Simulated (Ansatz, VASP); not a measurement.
Two plane-wave programs on WS2

```
W S
1.0
     3.04665    0.00000    0.00000
    -1.52332    2.63847    0.00000
     0.00000    0.00000   11.19439
W S
2 4
Direct
  0.33333 0.66667 0.25000
  0.66667 0.33333 0.75000
  0.33333 0.66667 0.60882
  0.66667 0.33333 0.10882
  0.33333 0.66667 0.89118
  0.66667 0.33333 0.39118
```

Alike in both runs: task single point; functional PBEsol; k mesh 15 × 15 × 4; occupations gaussian, width 0.02 eV; no spin polarisation.

|  | VASP | Ansatz |
| --- | --- | --- |
| version | VASP 6.6.1 | Ansatz 0.2.0 |
| potentials or method | VASP PAW PBE potentials, release 64 (W_sv, S), cutoff 520 eV | scalar-relativistic, plane waves, PAW |
| valence electrons in the cell | 52 | 52 |

|  | VASP | Ansatz | Ansatz less VASP |
| --- | --- | --- | --- |
| gap on the k mesh at the Fermi level (eV) | 0.33 | 0.30 | -0.029 |
| least direct gap on the mesh (eV) | 1.55 | 1.55 | -0.004 |
| pressure (GPa) | 15.2 | 15.0 | -0.23 |
| traceless stress, the component that is largest in VASP (GPa) | 0.00 | -0.06 | -0.061 |
| rms of the force components (eV/Å) | 0.007 | 0.000 | -0.0071 |

VASP's potentials were made for PBE, not for PBEsol. Atom by atom the forces differ by 0.007 eV/Å (rms over components). The functional is the same, so the differences come from potentials, cutoffs and numerics.

Spin-orbit coupling is off throughout.
